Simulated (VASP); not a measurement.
# BiTe (Fm-3m) in VASP: single point with PBE

Aim: the single point of BiTe with PBE.

All numbers are computed with VASP 6.6.1; they aren't measurements. Logs are shortened: lines on timing, memory, paths and dates and some standing lists are left out, and cuts for length are marked.

### Step 1. The cell of the first run

It takes space group Fm-3m (No. 225, cubic). Conventional cell: a = 6.470 Å, b = 6.470 Å, c = 6.470 Å, α = 90.00°, β = 90.00°, γ = 90.00°. Bi (site symmetry m-3m) has 6 Te at 3.23 Å within 4.3 Å. Te (site symmetry m-3m) has 6 Bi at 3.23 Å within 4.3 Å.

### Step 2. Single point, PBE

INCAR reads:

```
SYSTEM = BiTe
PREC     = Accurate       ! precision mode
ENCUT    = 500            ! plane-wave cutoff, eV
EDIFF    = 1E-6           ! SCF threshold, eV
ISMEAR   = 0              ! smearing method
SIGMA    = 0.1            ! smearing width, eV
LREAL    = .FALSE.        ! projectors in reciprocal space
LASPH    = .TRUE.         ! aspherical terms in the spheres
NELM     = 120            ! most SCF steps
ALGO     = Normal         ! electronic algorithm
ISIF     = 2              ! what is computed and relaxed
LWAVE    = .FALSE.        ! write WAVECAR
LCHARG   = .FALSE.        ! write CHGCAR
GGA      = PE             ! functional
NBANDS   = 18             ! bands
GGA_COMPAT= .FALSE.
```

KPOINTS reads:

```
regular mesh
0
G
  12 12 12
  0 0 0
```

POSCAR reads:

```
BiTe
1.0
    0.0000000000      3.2350000000      3.2350000000
    3.2350000000      0.0000000000      3.2350000000
    3.2350000000      3.2350000000      0.0000000000
Bi Te
1 1
Direct
    0.5000000000      0.5000000000      0.5000000000
    0.0000000000      0.0000000000      0.0000000000
```

Potentials or basis: VASP PAW PBE potentials, release 64 (Bi_d, Te).

Launch:

```console
$ cat potpaw_PBE.64/Bi_d/POTCAR potpaw_PBE.64/Te/POTCAR > POTCAR
$ mpirun -np 1 vasp_std > vasp.out
```

OUTCAR:

```text
SYSTEM = BiTe
   PREC = Accurate
   ENCUT = 500
   EDIFF = 1E-6
   ISMEAR = 0
   LREAL = .FALSE.
   LASPH = .TRUE.
   NELM = 120
   ISIF = 2
   GGA = PE

 ion  position               nearest neighbor table
   1  0.500  0.500  0.500-   2 3.23   2 3.23   2 3.23   2 3.23   2 3.23   2 3.23
   2  0.000  0.000  0.000-   1 3.23   1 3.23   1 3.23   1 3.23   1 3.23   1 3.23

  LATTYP: Found a face centered cubic cell.
 ALAT       =     6.4700000000

  Lattice vectors:

 A1 = (   0.0000000000,   3.2350000000,   3.2350000000)
 A2 = (   3.2350000000,   0.0000000000,   3.2350000000)
 A3 = (   3.2350000000,   3.2350000000,   0.0000000000)

Analysis of symmetry for initial positions (statically):
=====================================================================
 Subroutine PRICEL returns:
 Original cell was already a primitive cell.

 Routine SETGRP: Setting up the symmetry group for a
 face centered cubic supercell.

 Subroutine GETGRP returns: Found 48 space group operations
[... 9 lines left out ...]

 Routine SETGRP: Setting up the symmetry group for a
 face centered cubic supercell.

 Subroutine GETGRP returns: Found 48 space group operations
[... 11 lines left out ...]
                                     Primitive cell

  volume of cell :      67.7100

  direct lattice vectors                    reciprocal lattice vectors
     0.000000000  3.235000000  3.235000000    -0.154559505  0.154559505  0.154559505
     3.235000000  0.000000000  3.235000000     0.154559505 -0.154559505  0.154559505
     3.235000000  3.235000000  0.000000000     0.154559505  0.154559505 -0.154559505

  length of vectors
     4.574980874  4.574980874  4.574980874     0.267704916  0.267704916  0.267704916

  position of ions in fractional coordinates (direct lattice)
     0.500000000  0.500000000  0.500000000
     0.000000000  0.000000000  0.000000000

  ion indices of the primitive-cell ions
   primitive index   ion index
                 1           1
                 2           2

----------------------------------------------------------------------------------------

 KPOINTS: regular mesh

Automatic generation of k-mesh.
 Grid dimensions read from file:
 generate k-points for:   12   12   12

 Generating k-lattice:

  Cartesian coordinates                     Fractional coordinates (reciprocal lattice)
    -0.012879959  0.012879959  0.012879959     0.083333333  0.000000000  0.000000000
     0.012879959 -0.012879959  0.012879959     0.000000000  0.083333333  0.000000000
     0.012879959  0.012879959 -0.012879959     0.000000000  0.000000000  0.083333333

  Length of vectors
     0.022308743  0.022308743  0.022308743

  Shift w.r.t. Gamma in fractional coordinates (k-lattice)
     0.000000000  0.000000000  0.000000000

 Subroutine IBZKPT returns following result:
 ===========================================

 Found     72 irreducible k-points:

 Following reciprocal coordinates:
            Coordinates               Weight
  0.000000  0.000000  0.000000      1.000000
  0.083333  0.000000  0.000000      8.000000
  0.166667  0.000000  0.000000      8.000000
  0.250000  0.000000  0.000000      8.000000
  0.333333  0.000000  0.000000      8.000000
  0.416667  0.000000  0.000000      8.000000
[... 16 lines left out ...]
  0.500000  0.166667  0.000000     24.000000
 -0.416667  0.166667  0.000000     24.000000
 [... further k-points ...]
   k-points           NKPTS =     72   k-points in BZ     NKDIM =     72   number of bands    NBANDS=     18
   number of dos      NEDOS =    301   number of ions     NIONS =      2
   total plane-waves  NPLWV =  46656
   dimension x,y,z NGX =    36 NGY =   36 NGZ =   36
   dimension x,y,z NGXF=    72 NGYF=   72 NGZF=   72
   ions per type =               1   1
   NGX,Y,Z   is equivalent  to a cutoff of  13.08, 13.08, 13.08 a.u.
   NGXF,Y,Z  is equivalent  to a cutoff of  26.16, 26.16, 26.16 a.u.
 SYSTEM =  BiTe
   PREC   = accura    normal or accurate (medium, high low for compatibility)
   ISTART =      0    job   : 0-new  1-cont  2-samecut
   ICHARG =      2    charge: 1-file 2-atom 10-const
   ISPIN  =      1    spin polarized calculation?
   LNONCOLLINEAR =      F non collinear calculations
   LSORBIT =      F    spin-orbit coupling
   LASPH  =      T    aspherical Exc in radial PAW
   ENCUT  =  500.0 eV  36.75 Ry    6.06 a.u.   8.34  8.34  8.34*2*pi/ulx,y,z
   NELM   =    120;   NELMIN=  2; NELMDL= -5     # of ELM steps
   EDIFF  = 0.1E-05   stopping-criterion for ELM
   LREAL  =      F    real-space projection
   EDIFFG = 0.1E-04   stopping-criterion for IOM
   NSW    =      0    number of steps for IOM
   IBRION =     -1    ionic relax: 0-MD 1-quasi-New 2-CG
   NFREE  =      0    steps in history (QN), initial steepest desc. (CG)
   ISIF   =      2    stress and relaxation
   ISYM   =      2    0-nonsym 1-usesym 2-fastsym
   POTIM  = 0.5000    time-step for ionic-motion
   TEBEG  =    0.0;   TEEND  =   0.0 temperature during run
   PSTRESS=    0.0 pullay stress
   NELECT =      21.0000    total number of electrons
   NUPDOWN=      -1.0000    fix difference up-down
   EMIN   =  10.00;   EMAX   =-10.00  energy-range for DOS
   EFERMI =   0.00;   METHOD = LEGACY
   ISMEAR =     0;   SIGMA  =   0.10  broadening in eV -4-tet -1-fermi 0-gaus
   EFERMI_NEDOS =   21; number of points for ismear=-14 and -15
   IALGO  =     38    algorithm
   IMIX   =      4    mixing-type and parameters
     AMIX     =   0.40;   BMIX     =  1.00
     AMIX_MAG =   1.60;   BMIX_MAG =  1.00
  volume/ion in A,a.u.               =      33.86       228.46
  Fermi-wavevector in a.u.,A,eV,Ry     =   1.108146  2.094092 16.707785  1.227988
  Thomas-Fermi vector in A             =   2.244669
   LORBIT       =      0    0 simple, 1 ext, 2 COOP (PROOUT), +10 PAW based schemes
   GGA     = PE    functional components
   LHFCALC =     F    Hartree Fock is set to
   AEXX    =    0.0000 exact exchange contribution
   IVDW    =     0    specifies the selected vdW correction
   LEPSILON=     F    determine dielectric tensor
   LRPA    =     F    only Hartree local field effects (RPA)
 non-spin polarized calculation
 Gauss-broadening in eV      SIGMA  =   0.10
  energy-cutoff  :      500.00
  volume of cell :       67.71
 maximum number of plane-waves:      1759
 NGX is ok and might be reduce to    36
   NGX = 17   NGY = 17   NGZ = 17

 number of electron      21.0000001 magnetization

 Free energy of the ion-electron system (eV)
  ---------------------------------------------------
  ext. energy  EPLUGINS =         0.00000000
  ---------------------------------------------------
  free energy    TOTEN  =        -7.17729616 eV

  energy without entropy =       -7.17107384  energy(sigma->0) =       -7.17418500

 E-fermi :   6.6440     XC(G=0):  -9.4349

 val. band max:        6.6421808335   @ k =  -0.2500   0.2500   0.0000
 cond. band min:       6.6904168340   @ k =   0.3333   0.0000   0.0000
 fundamental gap:      0.0482360005
 Fermi energy:         6.6439702597

 k-point     1 :       0.0000    0.0000    0.0000
  band No.  band energies     occupation
      1     -16.4993      2.00000
      2     -16.4993      2.00000
      3     -16.4963      2.00000
      4     -16.4963      2.00000
      5     -16.4963      2.00000
      6      -6.8739      2.00000
[... 10 lines left out ...]
     17      12.7649      0.00000
     18      13.2074      0.00000

 k-point     2 :       0.0833    0.0000    0.0000
  band No.  band energies     occupation
      1     -16.4995      2.00000
      2     -16.4995      2.00000
      3     -16.4961      2.00000
      4     -16.4959      2.00000
      5     -16.4959      2.00000
      6      -6.8118      2.00000
[... 10 lines left out ...]
     17      13.1994      0.00000
     18      13.6716      0.00000

 k-point     3 :       0.1667    0.0000    0.0000
  band No.  band energies     occupation
      1     -16.5003      2.00000
      2     -16.5003      2.00000
      3     -16.4958      2.00000
      4     -16.4947      2.00000
      5     -16.4947      2.00000
      6      -6.6266      2.00000
[... 10 lines left out ...]
     17      14.2259      0.00000
     18      14.5852      0.00000

 k-point     4 :       0.2500    0.0000    0.0000
  band No.  band energies     occupation
      1     -16.5015      2.00000
      2     -16.5015      2.00000
      3     -16.4953      2.00000
      4     -16.4929      2.00000
      5     -16.4929      2.00000
      6      -6.3221      2.00000
[... 10 lines left out ...]
     17      15.4329      0.00000
     18      15.8158      0.00000

 k-point     5 :       0.3333    0.0000    0.0000
  band No.  band energies     occupation
      1     -16.5027      2.00000
      2     -16.5027      2.00000
      3     -16.4948      2.00000
      4     -16.4911      2.00000
      5     -16.4911      2.00000
      6      -5.9056      2.00000
[... 10 lines left out ...]
     17      16.1165      0.00000
     18      17.1428      0.00000

 k-point     6 :       0.4167    0.0000    0.0000
  band No.  band energies     occupation
      1     -16.5036      2.00000
      2     -16.5036      2.00000
      3     -16.4945      2.00000
      4     -16.4897      2.00000
      5     -16.4897      2.00000
      6      -5.3920      2.00000
[... 307 lines left out ...]
 k-point    21 :       0.3333    0.1667    0.0000
  band No.  band energies     occupation
      1     -16.5052      2.00000
      2     -16.4991      2.00000
      3     -16.4965      2.00000
      4     -16.4914      2.00000
      5     -16.4904      2.00000
      6      -6.0082      2.00000
[... 10 lines left out ...]
     17      14.8470      0.00000
     18      15.1415      0.00000

 k-point    22 :       0.4167    0.1667    0.0000
  band No.  band energies     occupation
      1     -16.5059      2.00000
      2     -16.5002      2.00000
      3     -16.4954      2.00000
      4     -16.4906      2.00000
      5     -16.4890      2.00000
      6      -5.5838      2.00000
[... 10 lines left out ...]
     17      15.2766      0.00000
     18      16.1180      0.00000

 k-point    23 :       0.5000    0.1667    0.0000
  band No.  band energies     occupation
      1     -16.5059      2.00000
      2     -16.5014      2.00000
      3     -16.4942      2.00000
      4     -16.4903      2.00000
      5     -16.4886      2.00000
      6      -5.0875      2.00000
[... 10 lines left out ...]
     17      15.4156      0.00000
     18      16.2327      0.00000

 k-point    24 :      -0.4167    0.1667    0.0000
  band No.  band energies     occupation
      1     -16.5052      2.00000
      2     -16.5023      2.00000
      3     -16.4934      2.00000
      4     -16.4903      2.00000
      5     -16.4891      2.00000
      6      -4.8931      2.00000
[... 10 lines left out ...]
     17      16.1275      0.00000
     18      17.3546      0.00000

 [... further k-points ...]
[... 5 lines left out ...]
  --------------------------------------------------------------------------------------
  -------------------------------------------------------------------------------------
  Total        0.2732196      0.2732196      0.2732196      0.0000000     -0.0000000      0.0000000
  in kB        6.4650152      6.4650152      6.4650152      0.0000000     -0.0000000      0.0000000
  external PRESSURE =       6.4650152 kB  Pullay stress =       0.0000000 kB

 VOLUME and BASIS-vectors are now :
 -----------------------------------------------------------------------------
  energy-cutoff  :      500.00
  volume of cell :       67.71
      direct lattice vectors                 reciprocal lattice vectors
     0.000000000  3.235000000  3.235000000    -0.154559505  0.154559505  0.154559505
     3.235000000  0.000000000  3.235000000     0.154559505 -0.154559505  0.154559505
     3.235000000  3.235000000  0.000000000     0.154559505  0.154559505 -0.154559505

 POSITION                                       TOTAL-FORCE (eV/Angst)
 -----------------------------------------------------------------------------------
      3.23500      3.23500      3.23500         0.000000      0.000000      0.000000
      0.00000      0.00000      0.00000        -0.000000     -0.000000     -0.000000
 -----------------------------------------------------------------------------------
    total drift:                                0.000000      0.000000      0.000000

  FREE ENERGIE OF THE ION-ELECTRON SYSTEM (eV)
  ---------------------------------------------------
  free  energy   TOTEN  =        -7.1772961565 eV

  energy  without entropy=       -7.1710738405  energy(sigma->0) =       -7.17418500
```

It took 1.7 min on 1 thread of AMD EPYC 7R43 (Zen 3), shared host; peak memory 0.2 GiB.

Results:

```
Free energy : -7.1773 eV
Pressure    : 0.6 GPa
```

Caveat: spin-orbit coupling is left out, which moves the levels of the heavy elements.
